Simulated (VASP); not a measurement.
Wanted: the native input for a VASP 6.6.1 run.

- Task: single point
- Functional: PBE
- Potentials or basis: VASP PAW PBE potentials, release 64 (Ga_d, N)
- Cutoff: 520 eV
- k mesh: 10 × 10 × 10
- Occupations: fermi-dirac, width 0.02 eV
- Spin: no spin polarisation
- Dipole correction: no
- Further INCAR settings: ALGO = Normal; EDIFF = 1e-07; NBANDS = 16

The structure of GaN lies in POSCAR:

```
GaN
1.0
    0.0000000000      2.1296003894      2.1296003894
    2.1296003894      0.0000000000      2.1296003894
    2.1296003894      2.1296003894      0.0000000000
Ga N
1 1
Direct
    0.0000000000      0.0000000000      0.0000000000
    0.5000000000      0.5000000000      0.5000000000
```

This cell differs from its parent crystal: strain +1.0%.

One way to write it, as run:

INCAR

```
PREC     = Accurate       # precision mode
ENCUT    = 520            # plane-wave cutoff, eV
EDIFF    = 1E-7           # SCF threshold, eV
ISMEAR   = -1             # smearing method
SIGMA    = 0.02           # smearing width, eV
LREAL    = False          # projectors in reciprocal space
LASPH    = True           # aspherical terms in the spheres
NELM     = 100            # most SCF steps
ALGO     = Normal         # electronic algorithm
ISIF     = 2              # what is computed and relaxed
LWAVE    = False          # write WAVECAR
LCHARG   = False          # write CHGCAR
GGA      = PE             # functional
NBANDS   = 16             # bands
```

KPOINTS

```
Automatic mesh
0
Gamma
  10 10 10
```

Potentials or basis: VASP PAW PBE potentials, release 64 (Ga_d, N).

The run is started by

```sh
$ cat potpaw_PBE.64/Ga_d/POTCAR potpaw_PBE.64/N/POTCAR > POTCAR
$ mpirun -np 1 vasp_std > vasp.out
```

It gave:

The pressure is 2.1 GPa. The band gap on the k mesh is 0.47 eV, indirect (least direct gap 2.46 eV).

Caveat: the cell differs from its parent crystal (strain +1.0%).

Run time: 7.8 s on 1 thread of Intel(R) Xeon(R) Platinum 8488C (Sapphire Rapids), with other jobs on the host, peak memory 0.14 GiB.
